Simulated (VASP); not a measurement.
Nb16N (a cell with a defect), 17 atoms in the cell. The cell holds a defect, 17 atoms: a = 6.685 Å, b = 6.685 Å, c = 6.685 Å, α = 90.00°, β = 90.00°, γ = 90.00°. 

- Program: VASP 6.6.1
- Task: single point
- Functional: PBE
- Potentials or basis: VASP PAW PBE potentials, release 64 (Nb_sv, N)
- Cutoff: 520 eV
- k mesh: 3 × 3 × 3
- Occupations: fermi-dirac, width 0.5 eV
- Spin: no spin polarisation
- Dipole correction: no
- Further INCAR settings: ALGO = Normal; EDIFF = 1e-06; NBANDS = 120

Potentials or basis: VASP PAW PBE potentials, release 64 (Nb_sv, N).

Launch:

```sh
$ cat potpaw_PBE.64/Nb_sv/POTCAR potpaw_PBE.64/N/POTCAR > POTCAR
$ mpirun -np 1 vasp_std > vasp.out
```

Hardware: 1 thread of Intel Xeon 8259CL, with other jobs on the host.

Task: Estimate the wall time of this run.

Result: It took 56 min on 1 thread of Intel Xeon 8259CL (shared host), peak memory 0.57 GiB. Counts: scf iterations 47, k points 14.
